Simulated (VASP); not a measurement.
BeS, 2 atoms in the cell. It takes space group F-43m (No. 216, cubic). Conventional cell: a = 4.869 Å, b = 4.869 Å, c = 4.869 Å, α = 90.00°, β = 90.00°, γ = 90.00°. Be (site symmetry -43m) has 4 S at 2.11 Å within 2.8 Å. S (site symmetry -43m) has 4 Be at 2.11 Å within 2.8 Å. 

- Program: VASP 6.6.1
- Task: single point
- Functional: HSE06
- Potentials or basis: VASP PAW PBE potentials, release 64 (Be, S)
- Cutoff: 520 eV
- k mesh: 6 × 6 × 6
- Occupations: gaussian, width 0.01 eV
- Spin: no spin polarisation
- Dipole correction: no
- Grid for exact exchange (PRECFOCK): Normal
- Further INCAR settings: ALGO = Normal; EDIFF = 1e-06; NBANDS = 11
- Share of exact exchange: 0.25
- Screening parameter: 0.2079 1/Å

Potentials or basis: VASP PAW PBE potentials, release 64 (Be, S).

Command:

```bash
$ cat potpaw_PBE.64/Be/POTCAR potpaw_PBE.64/S/POTCAR > POTCAR
$ cp INCAR.step1 INCAR
$ mpirun -np 1 vasp_std > vasp.out
$ cp INCAR.step2 INCAR
$ mpirun -np 1 vasp_std > vasp.out
```

Hardware: 1 thread of Intel(R) Xeon(R) Platinum 8488C (Sapphire Rapids) (shared host).

Problem. Estimate the wall time of this run.

Solution. Run time: 5.2 min on 1 thread of Intel(R) Xeon(R) Platinum 8488C (Sapphire Rapids) (shared host), peak memory 0.25 GiB. Counts: k points 16.
